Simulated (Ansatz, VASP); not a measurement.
**MnS in VASP and in Ansatz**

```
Mn S
1.0
     0.00000    2.62175    2.62175
     2.62175    0.00000    2.62175
     2.62175    2.62175    0.00000
Mn S
1 1
Direct
  0.00000 0.00000 0.00000
  0.50000 0.50000 0.50000
```

Alike in both runs: task single point; functional PBE; dispersion D3(BJ); k mesh 9 × 9 × 9; occupations fermi-dirac, width 0.05 eV; collinear spin.

|  | VASP | Ansatz |
| --- | --- | --- |
| version | VASP 6.6.1 | Ansatz 0.2.0 |
| potentials or method | VASP PAW PBE potentials, release 64 (Mn_pv, S) | Ansatz PAW |
| plane-wave cutoff (eV) | 520 | 420 |
| valence electrons in the cell | 19 | 21 |

Ansatz gave:

```
gap on the k mesh at the Fermi level (eV)                     : none
pressure (GPa)                                                : -7.5
net moment per atom (μB)                                      : 2.38
size of the moment on the site where the two differ most (μB) : 0.15
```

Task: Estimate VASP's values.

Result: gap on the k mesh at the Fermi level (eV): none; pressure (GPa): -7.5; net moment per atom (μB): 2.38; size of the moment on the site where the two differ most (μB): 0.11.

Site moments also hang on the region over which each program counts them. A gap of «none» marks a metal or a gap that the smearing closes. VASP's potentials hold 19 valence electrons a cell and Ansatz's 21, so a difference there can come from the potentials and not from the codes.
